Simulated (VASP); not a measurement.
# TaN (Amm2) in VASP: further runs

TaN is run at these levels: r2SCAN; tasks: single point.

Program: VASP 6.6.1. These are calculated values, not measurements. Logs are shortened: lines on timing, memory, paths and dates and some standing lists are left out, and cuts for length are marked.

## (1) The cell of the first run

It takes space group Amm2 (No. 38, orthorhombic). The conventional cell has a = 2.883 Å, b = 2.938 Å, c = 5.089 Å, α = 90.00°, β = 90.00°, γ = 90.00°. Ta (site symmetry mm2) has 6 N at 2.19 to 2.30 Å and 8 Ta at 2.88 to 2.94 Å within 3.0 Å. N (site symmetry mm2) has 6 Ta at 2.19 to 2.30 Å and 8 N at 2.88 to 2.94 Å within 3.0 Å.

## (2) Single point, r2SCAN (atom 2 (N) moved by (-0.100, +0.000) A along y and z)

Input file POSCAR:

```
TaN
1.0
    2.9379988584      0.0000000000      0.0000000000
   -1.4689994292      2.5443816477      0.0000000000
    0.0000000000      0.0000000000      2.8830000000
Ta N
1 1
Direct
    0.3333333333      0.6666666667      0.5000000000
   -0.0196511400     -0.0393022800      0.0000000000
```

Input file INCAR.step1:

```
SYSTEM = TaN
PREC = Accurate ; ENCUT = 520
ISMEAR = 0 ; SIGMA = 0.15
LREAL = .FALSE. ; LASPH = .TRUE.
NELM = 80 ; NBANDS = 15
GGA = PE ; ALGO = Normal
EDIFF = 1E-4 ; LWAVE = .TRUE.
LCHARG = .FALSE.
```

Input file INCAR.step2:

```
SYSTEM = TaN
PREC = Accurate ; ENCUT = 520
EDIFF = 1E-6 ; ISMEAR = 0
SIGMA = 0.15 ; LREAL = .FALSE.
LASPH = .TRUE. ; NELM = 80
ALGO = Normal ; ISIF = 2
LWAVE = .FALSE. ; LCHARG = .FALSE.
METAGGA = R2SCAN ; LMIXTAU = .TRUE.
NBANDS = 15 ; ISTART = 1
```

Input file KPOINTS:

```
Automatic mesh
0
G
  18 18 16
  0 0 0
```

Potentials or basis: VASP PAW PBE potentials, release 64 (Ta_pv, N).

Command:

```console
> cat potpaw_PBE.64/Ta_pv/POTCAR potpaw_PBE.64/N/POTCAR > POTCAR
> cp INCAR.step1 INCAR
> mpirun -np 1 vasp_std > vasp.out
> cp INCAR.step2 INCAR
> mpirun -np 1 vasp_std > vasp.out
```

OUTCAR:

```text
SYSTEM = TaN
   PREC = Accurate
   ENCUT = 520
   EDIFF = 1E-6
   ISMEAR = 0
   LREAL = .FALSE.
   LASPH = .TRUE.
   NELM = 80
   ISIF = 2
   METAGGA = R2SCAN
   ISTART = 1

 ion  position               nearest neighbor table
   1  0.333  0.667  0.500-   2 2.19   2 2.19   2 2.19   2 2.19   2 2.30   2 2.30
   2  0.980  0.961  0.000-   1 2.19   1 2.19   1 2.19   1 2.19   1 2.30   1 2.30

  LATTYP: Found a hexagonal cell.
 ALAT       =     2.9379988584
 C/A-ratio  =     0.9812801635

  Lattice vectors:

 A1 = (   2.9379988584,   0.0000000000,   0.0000000000)
 A2 = (  -1.4689994292,   2.5443816477,   0.0000000000)
 A3 = (   0.0000000000,   0.0000000000,   2.8830000000)

Analysis of symmetry for initial positions (statically):
=====================================================================
 Subroutine PRICEL returns:
 Original cell was already a primitive cell.

 Routine SETGRP: Setting up the symmetry group for a
 hexagonal supercell.

 Subroutine GETGRP returns: Found  4 space group operations
 (whereof  4 operations were pure point group operations)
 out of a pool of 24 trial point group operations.

The static configuration has the point symmetry C_2v.

Analysis of symmetry for dynamics (positions and initial velocities):
=====================================================================
 Subroutine PRICEL returns:
 Original cell was already a primitive cell.

 Routine SETGRP: Setting up the symmetry group for a
 hexagonal supercell.

 Subroutine GETGRP returns: Found  4 space group operations
 (whereof  4 operations were pure point group operations)
 out of a pool of 24 trial point group operations.

The dynamic configuration has the point symmetry C_2v.

 Subroutine INISYM returns: Found  4 space group operations
 (whereof  4 operations are pure point group operations),
 and found     1 'primitive' translations

----------------------------------------------------------------------------------------

                                     Primitive cell

  volume of cell :      21.5516

  direct lattice vectors                    reciprocal lattice vectors
     2.937998858  0.000000000  0.000000000     0.340367729  0.196511400  0.000000000
    -1.468999429  2.544381648  0.000000000     0.000000000  0.393022800  0.000000000
     0.000000000  0.000000000  2.883000000     0.000000000  0.000000000  0.346860909

  length of vectors
     2.937998858  2.937998858  2.883000000     0.393022800  0.393022800  0.346860909

  position of ions in fractional coordinates (direct lattice)
     0.333333333  0.666666667  0.500000000
     0.980348860  0.960697720  0.000000000

  ion indices of the primitive-cell ions
   primitive index   ion index
                 1           1
                 2           2

----------------------------------------------------------------------------------------

 KPOINTS: Automatic mesh

Automatic generation of k-mesh.
 Grid dimensions read from file:
 generate k-points for:   18   18   16

 Generating k-lattice:

  Cartesian coordinates                     Fractional coordinates (reciprocal lattice)
     0.018909318  0.010917300  0.000000000     0.055555556 -0.000000000  0.000000000
     0.000000000  0.021834600  0.000000000     0.000000000  0.055555556  0.000000000
     0.000000000  0.000000000  0.021678807     0.000000000  0.000000000  0.062500000

  Length of vectors
     0.021834600  0.021834600  0.021678807

  Shift w.r.t. Gamma in fractional coordinates (k-lattice)
     0.000000000  0.000000000  0.000000000

 Subroutine IBZKPT returns following result:
 ===========================================

 Found    819 irreducible k-points:

 Following reciprocal coordinates:
            Coordinates               Weight
  0.000000  0.000000  0.000000      1.000000
  0.055556  0.000000  0.000000      4.000000
  0.000000  0.055556  0.000000      2.000000
  0.111111  0.000000  0.000000      4.000000
  0.000000  0.111111  0.000000      2.000000
  0.166667  0.000000  0.000000      4.000000
[... 16 lines left out ...]
 -0.055556  0.166667  0.000000      4.000000
 -0.166667  0.111111  0.000000      4.000000
 [... further k-points ...]
   k-points           NKPTS =    819   k-points in BZ     NKDIM =    819   number of bands    NBANDS=     15
   number of dos      NEDOS =    301   number of ions     NIONS =      2
   total plane-waves  NPLWV =  13824
   dimension x,y,z NGX =    24 NGY =   24 NGZ =   24
   dimension x,y,z NGXF=    48 NGYF=   48 NGZF=   48
   ions per type =               1   1
   NGX,Y,Z   is equivalent  to a cutoff of  13.58, 13.58, 13.84 a.u.
   NGXF,Y,Z  is equivalent  to a cutoff of  27.16, 27.16, 27.68 a.u.
 SYSTEM =  TaN
   PREC   = accura    normal or accurate (medium, high low for compatibility)
   ISTART =      1    job   : 0-new  1-cont  2-samecut
   ICHARG =      0    charge: 1-file 2-atom 10-const
   ISPIN  =      1    spin polarized calculation?
   LNONCOLLINEAR =      F non collinear calculations
   LSORBIT =      F    spin-orbit coupling
   LASPH  =      T    aspherical Exc in radial PAW
   ENCUT  =  520.0 eV  38.22 Ry    6.18 a.u.   5.46  5.46  5.36*2*pi/ulx,y,z
   NELM   =     80;   NELMIN=  2; NELMDL=  0     # of ELM steps
   EDIFF  = 0.1E-05   stopping-criterion for ELM
   LREAL  =      F    real-space projection
   EDIFFG = 0.1E-04   stopping-criterion for IOM
   NSW    =      0    number of steps for IOM
   IBRION =     -1    ionic relax: 0-MD 1-quasi-New 2-CG
   NFREE  =      0    steps in history (QN), initial steepest desc. (CG)
   ISIF   =      2    stress and relaxation
   ISYM   =      2    0-nonsym 1-usesym 2-fastsym
   POTIM  = 0.5000    time-step for ionic-motion
   TEBEG  =    0.0;   TEEND  =   0.0 temperature during run
   PSTRESS=    0.0 pullay stress
   NELECT =      16.0000    total number of electrons
   NUPDOWN=      -1.0000    fix difference up-down
   EMIN   =  10.00;   EMAX   =-10.00  energy-range for DOS
   EFERMI =   0.00;   METHOD = LEGACY
   ISMEAR =     0;   SIGMA  =   0.15  broadening in eV -4-tet -1-fermi 0-gaus
   EFERMI_NEDOS =   21; number of points for ismear=-14 and -15
   IALGO  =     38    algorithm
   IMIX   =      4    mixing-type and parameters
     AMIX     =   0.40;   BMIX     =  1.00
     AMIX_MAG =   1.60;   BMIX_MAG =  1.00
  volume/ion in A,a.u.               =      10.78        72.72
  Fermi-wavevector in a.u.,A,eV,Ry     =   1.482366  2.801265 29.897546  2.197408
  Thomas-Fermi vector in A             =   2.596161
   LORBIT       =      0    0 simple, 1 ext, 2 COOP (PROOUT), +10 PAW based schemes
   METAGGA = R2SCAN    functional components
   LHFCALC =     F    Hartree Fock is set to
   AEXX    =    0.0000 exact exchange contribution
   IVDW    =     0    specifies the selected vdW correction
   LEPSILON=     F    determine dielectric tensor
   LRPA    =     F    only Hartree local field effects (RPA)
 non-spin polarized calculation
 Gauss-broadening in eV      SIGMA  =   0.15
  energy-cutoff  :      520.00
  volume of cell :       21.55
 maximum number of plane-waves:       605
 NGX is ok and might be reduce to    24
   NGX = 11   NGY = 11   NGZ = 11

 number of electron      16.0000001 magnetization

 Free energy of the ion-electron system (eV)
  ---------------------------------------------------
  ext. energy  EPLUGINS =         0.00000000
  ---------------------------------------------------
  free energy    TOTEN  =       -60.33067516 eV

  energy without entropy =      -60.33003757  energy(sigma->0) =      -60.33035636

 E-fermi :   8.1954     XC(G=0): -14.3451

 val. band max:        8.1735809781   @ k =   0.0000   0.0000   0.4375
 cond. band min:       8.2047119038   @ k =   0.0556   0.0000   0.5000
 fundamental gap:      0.0311309257
 Fermi energy:         8.1953774326

 k-point     1 :       0.0000    0.0000    0.0000
  band No.  band energies     occupation
      1     -27.9228      2.00000
      2     -27.6653      2.00000
      3     -27.6581      2.00000
      4     -10.5933      2.00000
      5       3.1982      2.00000
      6       3.5155      2.00000
      7       3.9438      2.00000
      8       5.0541      2.00000
      9      10.4783      0.00000
     10      11.4761      0.00000
     11      12.3135      0.00000
     12      12.5884      0.00000
     13      12.6442      0.00000
     14      18.8382      0.00000
     15      22.2408      0.00000

 k-point     2 :       0.0556    0.0000    0.0000
  band No.  band energies     occupation
      1     -27.9184      2.00000
      2     -27.6957      2.00000
      3     -27.6706      2.00000
      4     -10.5262      2.00000
      5       3.1318      2.00000
      6       3.4300      2.00000
      7       4.0303      2.00000
      8       4.9486      2.00000
      9      10.7110      0.00000
     10      11.3626      0.00000
     11      12.3579      0.00000
     12      12.6221      0.00000
     13      12.6463      0.00000
     14      18.8382      0.00000
     15      22.2667      0.00000

 k-point     3 :       0.0000    0.0556    0.0000
  band No.  band energies     occupation
      1     -27.9186      2.00000
      2     -27.6998      2.00000
      3     -27.6655      2.00000
      4     -10.5323      2.00000
      5       3.0590      2.00000
      6       3.5612      2.00000
      7       3.9774      2.00000
      8       4.9773      2.00000
      9      10.6851      0.00000
     10      11.4988      0.00000
     11      12.2808      0.00000
     12      12.5498      0.00000
     13      12.6411      0.00000
     14      18.8381      0.00000
     15      22.1115      0.00000

 k-point     4 :       0.1111    0.0000    0.0000
  band No.  band energies     occupation
      1     -27.9055      2.00000
      2     -27.7962      2.00000
      3     -27.6923      2.00000
      4     -10.3323      2.00000
      5       2.6887      2.00000
      6       3.5082      2.00000
      7       4.2622      2.00000
      8       4.6633      2.00000
      9      11.0329      0.00000
     10      11.3005      0.00000
     11      12.3274      0.00000
     12      12.7178      0.00000
     13      12.8529      0.00000
     14      18.8383      0.00000
     15      22.3115      0.00000
[... 307 lines left out ...]
 k-point    22 :       0.1111    0.0556    0.0000
  band No.  band energies     occupation
      1     -27.8940      2.00000
      2     -27.8854      2.00000
      3     -27.7138      2.00000
      4     -10.1659      2.00000
      5       2.2716      2.00000
      6       3.6910      2.00000
      7       4.4325      2.00000
      8       4.4826      2.00000
      9      10.9399      0.00000
     10      11.6669      0.00000
     11      12.1213      0.00000
     12      12.7850      0.00000
     13      13.0767      0.00000
     14      18.8382      0.00000
     15      22.0931      0.00000

 k-point    23 :      -0.0556    0.1667    0.0000
  band No.  band energies     occupation
      1     -27.8947      2.00000
      2     -27.8854      2.00000
      3     -27.7107      2.00000
      4     -10.1848      2.00000
      5       2.2774      2.00000
      6       3.7657      2.00000
      7       4.3616      2.00000
      8       4.5537      2.00000
      9      11.1179      0.00000
     10      11.6645      0.00000
     11      12.0722      0.00000
     12      12.6523      0.00000
     13      12.9659      0.00000
     14      18.8380      0.00000
     15      21.8264      0.00000

 k-point    24 :      -0.1667    0.1111    0.0000
  band No.  band energies     occupation
      1     -27.8929      2.00000
      2     -27.8879      2.00000
      3     -27.7157      2.00000
      4     -10.1384      2.00000
      5       2.3194      2.00000
      6       3.5690      2.00000
      7       4.3751      2.00000
      8       4.4786      2.00000
      9      10.6734      0.00000
     10      11.7302      0.00000
     11      12.3073      0.00000
     12      12.9462      0.00000
     13      13.1176      0.00000
     14      18.8384      0.00000
     15      22.5007      0.00000

 [... further k-points ...]
[... 5 lines left out ...]
  --------------------------------------------------------------------------------------
  -------------------------------------------------------------------------------------
  Total        0.3442113      0.1910247      0.5528713      0.0000000      0.0000000      0.0000000
  in kB       25.5892246     14.2010865     41.1013546      0.0000000      0.0000000      0.0000000
  external PRESSURE =      26.9638886 kB  Pullay stress =       0.0000000 kB

 VOLUME and BASIS-vectors are now :
 -----------------------------------------------------------------------------
  energy-cutoff  :      520.00
  volume of cell :       21.55
      direct lattice vectors                 reciprocal lattice vectors
     2.937998858  0.000000000  0.000000000     0.340367729  0.196511400  0.000000000
    -1.468999429  2.544381648  0.000000000     0.000000000  0.393022800  0.000000000
     0.000000000  0.000000000  2.883000000     0.000000000  0.000000000  0.346860909

 POSITION                                       TOTAL-FORCE (eV/Angst)
 -----------------------------------------------------------------------------------
     -0.00000      1.69625      1.44150         0.000000     -1.277353      0.000000
      1.46900      2.44438      0.00000         0.000000      1.277353      0.000000
 -----------------------------------------------------------------------------------
    total drift:                                0.000001      0.000074      0.000000

  FREE ENERGIE OF THE ION-ELECTRON SYSTEM (eV)
  ---------------------------------------------------
  free  energy   TOTEN  =       -60.3306751564 eV

  energy  without entropy=      -60.3300375727  energy(sigma->0) =      -60.33035636
```

Run time: 7.6 min. Hardware: 1 thread of Intel Xeon Platinum 8488C (Sapphire Rapids), shared host; peak memory 0.37 GiB.

What came out:

| Property | Result |
| --- | --- |
| Free energy | -60.3307 eV |
| Pressure | 2.7 GPa |
| Largest force | 1.277 eV/Å |
| Band gap on the k mesh | zero (bands 8 and 9 overlap by 0.26 eV) |

Forces in eV/Å, atoms in the order of the input:
```
Ta   0.000 -1.277  0.000
N    0.000  1.277  0.000
```

Caveat: the cell differs from its parent crystal (atom 2 (N) moved by (-0.100, +0.000) A along y and z); the PAW data sets were made with another functional, which shifts forces and pressure a little; spin-orbit coupling is left out, which moves the levels of the heavy elements.

(Continued in part 2 of 2.)

The gap in the log of VASP goes by the Fermi energy; the results here count the filled bands.